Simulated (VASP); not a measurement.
# ErAlF2 (P4/mmm) in VASP: further runs

The runs below take ErAlF2 through relaxation of cell and atoms, single point, with PBE.

Everything below comes from runs of VASP 6.6.1. Logs are shortened: lines on timing, memory, paths and dates and some standing lists are left out, and cuts for length are marked.

## 1. The cell of the first run

The structure is tetragonal, space group P4/mmm (No. 123). The conventional cell has a = 3.699 Å, b = 3.699 Å, c = 5.587 Å, α = 90.00°, β = 90.00°, γ = 90.00°. Within 2.8 Å of Er (site symmetry 4/mmm) lie 2 F at 2.13 Å. Al (site symmetry 4/mmm) has 8 F at 2.70 Å and 4 Al at 3.70 Å and 8 Er at 3.83 Å within 3.9 Å. Within 1.8 Å of F (site symmetry 4mm) lie 1 F at 1.32 Å.

The cell was generated, and may not be a known phase.

## 2. Relaxation of cell and atoms, PBE

Contents of INCAR:

```
PREC = Accurate
ENCUT = 600
EDIFF = 1E-7
ISMEAR = 0
SIGMA = 0.1
LREAL = False
LASPH = True
NELM = 200
ALGO = Normal
ISIF = 3
LWAVE = False
LCHARG = False
GGA = PE
IBRION = 2
NSW = 90
EDIFFG = -0.04
GGA_COMPAT = False
NELMIN = 4
LMAXMIX = 6
```

Contents of KPOINTS:

```
Automatic mesh
0
Gamma
  6 6 4
```

Contents of POSCAR:

```
ErAlF2
1.0
    3.6993878600      0.0000000000      0.0000000000
    0.0000000000      3.6993878600      0.0000000000
    0.0000000000      0.0000000000      5.5865363200
Er Al F
1 1 2
Direct
    0.0000000000      0.0000000000      0.0000000000
    0.5000000000      0.5000000000      0.5000000000
    0.0000000000      0.0000000000      0.3817508600
    0.0000000000      0.0000000000      0.6182491400
```

Potentials or basis: VASP PAW PBE potentials, release 64 (Er_3, Al, F), 4f in core.

On the command line:

```
cat potpaw_PBE.64/Er_3/POTCAR potpaw_PBE.64/Al/POTCAR potpaw_PBE.64/F/POTCAR > POTCAR
mpirun -np 1 vasp_std > vasp.out
```

OUTCAR:

```text
PREC = Accurate
   ENCUT = 600
   EDIFF = 1E-7
   ISMEAR = 0
   LREAL = False
   LASPH = True
   NELM = 200
   ISIF = 3
   GGA = PE
   IBRION = 2
   NSW = 90
   EDIFFG = -0.04
   NELMIN = 4

 ion  position               nearest neighbor table
   1  0.000  0.000  0.000-   3 2.13   4 2.13
   2  0.500  0.500  0.500-
   3  0.000  0.000  0.382-   4 1.32   1 2.13
   4  0.000  0.000  0.618-   3 1.32   1 2.13

  LATTYP: Found a simple tetragonal cell.
 ALAT       =     3.6993878600
 C/A-ratio  =     1.5101245210

  Lattice vectors:

 A1 = (   3.6993878600,   0.0000000000,   0.0000000000)
 A2 = (   0.0000000000,   3.6993878600,   0.0000000000)
 A3 = (   0.0000000000,   0.0000000000,   5.5865363200)

Analysis of symmetry for initial positions (statically):
=====================================================================
 Subroutine PRICEL returns:
 Original cell was already a primitive cell.

 Routine SETGRP: Setting up the symmetry group for a
 simple tetragonal supercell.

 Subroutine GETGRP returns: Found 16 space group operations
 (whereof 16 operations were pure point group operations)
 out of a pool of 16 trial point group operations.

The static configuration has the point symmetry D_4h.

Analysis of symmetry for dynamics (positions and initial velocities):
=====================================================================
 Subroutine PRICEL returns:
 Original cell was already a primitive cell.

 Routine SETGRP: Setting up the symmetry group for a
 simple tetragonal supercell.

 Subroutine GETGRP returns: Found 16 space group operations
 (whereof 16 operations were pure point group operations)
 out of a pool of 16 trial point group operations.

The dynamic configuration has the point symmetry D_4h.

 Subroutine INISYM returns: Found 16 space group operations
 (whereof 16 operations are pure point group operations),
 and found     1 'primitive' translations

----------------------------------------------------------------------------------------

                                     Primitive cell

  volume of cell :      76.4544

  direct lattice vectors                    reciprocal lattice vectors
     3.699387860  0.000000000  0.000000000     0.270314992  0.000000000  0.000000000
     0.000000000  3.699387860  0.000000000     0.000000000  0.270314992  0.000000000
     0.000000000  0.000000000  5.586536320     0.000000000  0.000000000  0.179001790

  length of vectors
     3.699387860  3.699387860  5.586536320     0.270314992  0.270314992  0.179001790

  position of ions in fractional coordinates (direct lattice)
     0.000000000  0.000000000  0.000000000
     0.500000000  0.500000000  0.500000000
     0.000000000  0.000000000  0.381750860
     0.000000000  0.000000000  0.618249140

  ion indices of the primitive-cell ions
   primitive index   ion index
                 1           1
                 2           2
                 3           3
                 4           4

----------------------------------------------------------------------------------------

 KPOINTS: Automatic mesh

Automatic generation of k-mesh.
 Grid dimensions read from file:
 generate k-points for:    6    6    4

 Generating k-lattice:

  Cartesian coordinates                     Fractional coordinates (reciprocal lattice)
     0.045052499  0.000000000  0.000000000     0.166666667  0.000000000  0.000000000
     0.000000000  0.045052499  0.000000000     0.000000000  0.166666667  0.000000000
     0.000000000  0.000000000  0.044750447     0.000000000  0.000000000  0.250000000

  Length of vectors
     0.045052499  0.045052499  0.044750447

  Shift w.r.t. Gamma in fractional coordinates (k-lattice)
     0.000000000  0.000000000  0.000000000

 Subroutine IBZKPT returns following result:
 ===========================================

 Found     30 irreducible k-points:

 Following reciprocal coordinates:
            Coordinates               Weight
  0.000000  0.000000  0.000000      1.000000
  0.166667  0.000000  0.000000      4.000000
  0.333333  0.000000  0.000000      4.000000
  0.500000  0.000000  0.000000      2.000000
  0.166667  0.166667  0.000000      4.000000
  0.333333  0.166667  0.000000      8.000000
[... 16 lines left out ...]
  0.333333  0.000000  0.500000      4.000000
  0.500000  0.000000  0.500000      2.000000
 [... further k-points ...]
   k-points           NKPTS =     30   k-points in BZ     NKDIM =     30   number of bands    NBANDS=     17
   number of dos      NEDOS =    301   number of ions     NIONS =      4
   total plane-waves  NPLWV =  43200
   dimension x,y,z NGX =    30 NGY =   30 NGZ =   48
   dimension x,y,z NGXF=    60 NGYF=   60 NGZF=   96
   ions per type =               1   1   2
   NGX,Y,Z   is equivalent  to a cutoff of  13.48, 13.48, 14.28 a.u.
   NGXF,Y,Z  is equivalent  to a cutoff of  26.96, 26.96, 28.57 a.u.
 SYSTEM =  unknown system
   PREC   = accura    normal or accurate (medium, high low for compatibility)
   ISTART =      0    job   : 0-new  1-cont  2-samecut
   ICHARG =      2    charge: 1-file 2-atom 10-const
   ISPIN  =      1    spin polarized calculation?
   LNONCOLLINEAR =      F non collinear calculations
   LSORBIT =      F    spin-orbit coupling
   LASPH  =      T    aspherical Exc in radial PAW
   ENCUT  =  600.0 eV  44.10 Ry    6.64 a.u.   7.39  7.39 11.16*2*pi/ulx,y,z
   NELM   =    200;   NELMIN=  4; NELMDL= -5     # of ELM steps
   EDIFF  = 0.1E-06   stopping-criterion for ELM
   LREAL  =      F    real-space projection
   EDIFFG = -.4E-01   stopping-criterion for IOM
   NSW    =     90    number of steps for IOM
   IBRION =      2    ionic relax: 0-MD 1-quasi-New 2-CG
   NFREE  =      1    steps in history (QN), initial steepest desc. (CG)
   ISIF   =      3    stress and relaxation
   ISYM   =      2    0-nonsym 1-usesym 2-fastsym
   POTIM  = 0.5000    time-step for ionic-motion
   TEBEG  =    0.0;   TEEND  =   0.0 temperature during run
   PSTRESS=    0.0 pullay stress
   NELECT =      26.0000    total number of electrons
   NUPDOWN=      -1.0000    fix difference up-down
   EMIN   =  10.00;   EMAX   =-10.00  energy-range for DOS
   EFERMI =   0.00;   METHOD = LEGACY
   ISMEAR =     0;   SIGMA  =   0.10  broadening in eV -4-tet -1-fermi 0-gaus
   EFERMI_NEDOS =   21; number of points for ismear=-14 and -15
   IALGO  =     38    algorithm
   IMIX   =      4    mixing-type and parameters
     AMIX     =   0.40;   BMIX     =  1.00
     AMIX_MAG =   1.60;   BMIX_MAG =  1.00
  volume/ion in A,a.u.               =      19.11       128.98
  Fermi-wavevector in a.u.,A,eV,Ry     =   1.142699  2.159388 17.765955  1.305761
  Thomas-Fermi vector in A             =   2.279396
   LORBIT       =      0    0 simple, 1 ext, 2 COOP (PROOUT), +10 PAW based schemes
   GGA     = PE    functional components
   LHFCALC =     F    Hartree Fock is set to
   AEXX    =    0.0000 exact exchange contribution
   IVDW    =     0    specifies the selected vdW correction
   LEPSILON=     F    determine dielectric tensor
   LRPA    =     F    only Hartree local field effects (RPA)
 conjugate gradient relaxation of ions
 non-spin polarized calculation
 Gauss-broadening in eV      SIGMA  =   0.10
  energy-cutoff  :      600.00
  volume of cell :       76.45
 maximum number of plane-waves:      2583
 NGX is ok and might be reduce to    30
   NGX = 15   NGY = 15   NGZ = 23

--------------------------------------- Ionic step        1  -------------------------------------------

 number of electron      25.9999987 magnetization

 Free energy of the ion-electron system (eV)
  ---------------------------------------------------
  ext. energy  EPLUGINS =         0.00000000
  ---------------------------------------------------
  free energy    TOTEN  =        -9.03294905 eV

  energy without entropy =       -9.00934372  energy(sigma->0) =       -9.02114638

------------------------ aborting loop because EDIFF is reached ----------------------------------------

  FORCE on cell =-STRESS in cart. coord.  units (eV):
  Direction    XX          YY          ZZ          XY          YZ          ZX
  --------------------------------------------------------------------------------------
  -------------------------------------------------------------------------------------
  Total        1.9659565      1.9659565     40.7208459      0.0000000      0.0000000      0.0000000
  in kB       41.1985679     41.1985679    853.3457166      0.0000000      0.0000000      0.0000000
  external PRESSURE =     311.9142841 kB  Pullay stress =       0.0000000 kB
[... 95 lines left out ...]
  FREE ENERGIE OF THE ION-ELECTRON SYSTEM (eV)
  ---------------------------------------------------
  free  energy   TOTEN  =        -6.3993529876 eV

  energy  without entropy=       -6.3911008011  energy(sigma->0) =       -6.39522689

 E-fermi :  -0.5026     XC(G=0):  -6.7787

 val. band max:       -0.5896435393   @ k =   0.5000   0.3333   0.0000
 cond. band min:      -0.4648303953   @ k =   0.5000   0.0000   0.0000
 fundamental gap:      0.1248131440
 Fermi energy:        -0.5026152435

 k-point     1 :       0.0000    0.0000    0.0000
  band No.  band energies     occupation
      1     -26.7679      2.00000
      2     -26.7126      2.00000
      3     -26.7126      2.00000
      4     -21.8554      2.00000
      5     -21.8247      2.00000
      6      -5.6776      2.00000
[... 9 lines left out ...]
     16       2.5920      0.00000
     17       3.6243      0.00000
[... 443 lines left out ...]
      1     -26.8438      2.00000
      2     -26.7563      2.00000
      3     -26.7021      2.00000
      4     -21.8325      2.00000
      5     -21.7893      2.00000
      6      -4.7168      2.00000
[... 9 lines left out ...]
     16       0.6867      0.00000
     17       1.6679      0.00000

 [... further k-points ...]

[... ionic steps 4 to 15 ...]

--------------------------------------- Ionic step       16  -------------------------------------------

 number of electron      26.0000023 magnetization

------------------------ aborting loop because EDIFF is reached ----------------------------------------

  FORCE on cell =-STRESS in cart. coord.  units (eV):
  Direction    XX          YY          ZZ          XY          YZ          ZX
  --------------------------------------------------------------------------------------
  -------------------------------------------------------------------------------------
  Total       -0.1242603     -0.1242603      0.0855291      0.0000000     -0.0000000      0.0000000
  in kB       -2.3291715     -2.3291715      1.6031820      0.0000000     -0.0000000      0.0000000
  external PRESSURE =      -1.0183870 kB  Pullay stress =       0.0000000 kB
[... 61 lines left out ...]
  energy  without entropy=      -18.6392868308  energy(sigma->0) =      -18.64173691

--------------------------------------- Ionic step       18  -------------------------------------------

 number of electron      26.0000014 magnetization

 Free energy of the ion-electron system (eV)
  ---------------------------------------------------
  ext. energy  EPLUGINS =         0.00000000
  ---------------------------------------------------
  free energy    TOTEN  =       -18.64584835 eV

  energy without entropy =      -18.64081221  energy(sigma->0) =      -18.64333028

 E-fermi :   2.8504     XC(G=0):  -8.8069

 val. band max:        2.8496247468   @ k =   0.0000   0.0000   0.2500
 cond. band min:       2.8540670396   @ k =   0.0000   0.0000   0.5000
 fundamental gap:      0.0044422928
 Fermi energy:         2.8504361187

 k-point     1 :       0.0000    0.0000    0.0000
  band No.  band energies     occupation
      1     -23.6587      2.00000
      2     -22.3187      2.00000
      3     -22.3187      2.00000
      4     -21.7012      2.00000
      5     -20.0780      2.00000
      6      -4.8770      2.00000
[... 9 lines left out ...]
     16       7.3143      0.00000
     17       7.3143      0.00000
[... 443 lines left out ...]
      1     -23.6531      2.00000
      2     -22.6218      2.00000
      3     -22.2929      2.00000
      4     -21.5203      2.00000
      5     -20.1737      2.00000
      6      -4.5099      2.00000
[... 9 lines left out ...]
     16       4.4618      0.00000
     17       5.5894      0.00000

 [... further k-points ...]
[... 5 lines left out ...]
  --------------------------------------------------------------------------------------
  -------------------------------------------------------------------------------------
  Total       -0.0521117     -0.0521117      0.0722723      0.0000000     -0.0000000      0.0000000
  in kB       -0.9814117     -0.9814117      1.3610930      0.0000000     -0.0000000      0.0000000
  external PRESSURE =      -0.2005768 kB  Pullay stress =       0.0000000 kB
[... 19 lines left out ...]
  FREE ENERGIE OF THE ION-ELECTRON SYSTEM (eV)
  ---------------------------------------------------
  free  energy   TOTEN  =       -18.6458483518 eV

  energy  without entropy=      -18.6408122066  energy(sigma->0) =      -18.64333028

 reached required accuracy - stopping structural energy minimisation
```

Run time: 7.1 min. Hardware: 1 thread of Intel Xeon 6975P-C (Granite Rapids), shared host; peak memory 0.23 GiB.

Results:

```yaml
Free_energy: -18.6458 eV
Relaxed_volume: 21.27 Å³/atom
Relaxed_cell: a = 3.511 Å, b = 3.511 Å, c = 6.900 Å, α = 90.00°, β = 90.00°, γ = 90.00°
Space_group_after_relaxing_to_0.1_Å: P4/mmm (No. 123)
Pressure_after_relaxing: 0.0 GPa
Largest_force_after_relaxing: 0.033 eV/Å
Band_gap_on_the_k_mesh: zero (bands 13 and 14 overlap by 0.02 eV)
```

Forces on the atoms (eV/Å):
```
Er   0.000  0.000  0.000
Al   0.000  0.000  0.000
F    0.000  0.000 -0.033
F    0.000  0.000  0.033
```

Final structure:
```
Er Al F
1.0
     3.51130    0.00000    0.00000
     0.00000    3.51130    0.00000
     0.00000    0.00000    6.90015
Er Al F
1 1 2
Direct
  0.00000 0.00000 0.00000
  0.50000 0.50000 0.50000
  0.00000 0.00000 0.30391
  0.00000 0.00000 0.69609
```

Levels at points of the mesh, in eV from the Fermi level:
| k point | band 11 | band 12 | band 13 | band 14 | band 15 | band 16 |
| --- | --- | --- | --- | --- | --- | --- |
| (0.00, 0.00, 0.00) | -5.04 | -4.67 | -2.56 | -0.02 | -0.01 | 4.46 |
| (0.50, 0.00, 0.00) | -5.00 | -2.03 | -0.99 | 0.73 | 1.28 | 1.37 |
| (0.50, 0.50, 0.00) | -4.96 | -2.44 | -0.43 | 1.76 | 1.76 | 2.16 |
| (0.00, 0.00, 0.50) | -5.51 | -3.86 | -3.42 | 0.00 | 1.52 | 3.91 |
| (0.50, 0.00, 0.50) | -5.43 | -2.10 | -0.82 | 0.58 | 0.78 | 1.61 |
| (0.50, 0.50, 0.50) | -5.95 | -2.19 | -1.11 | 1.62 | 1.62 | 2.60 |

Caveat: a cell axis changed by over 15 % at a fixed basis, so the end point is rough; spin-orbit coupling is left out, which moves the levels of the heavy elements; the 4f electrons are frozen in the core, so they carry no moment and show no levels; the run has no spin polarisation, though such a crystal can be magnetic. Spin polarisation is off, so any magnetic state and its effect on volume and gap are missing.

(Part 1 of 2 ends here.)

The gap in the log of VASP goes by the Fermi energy; the results here count the filled bands.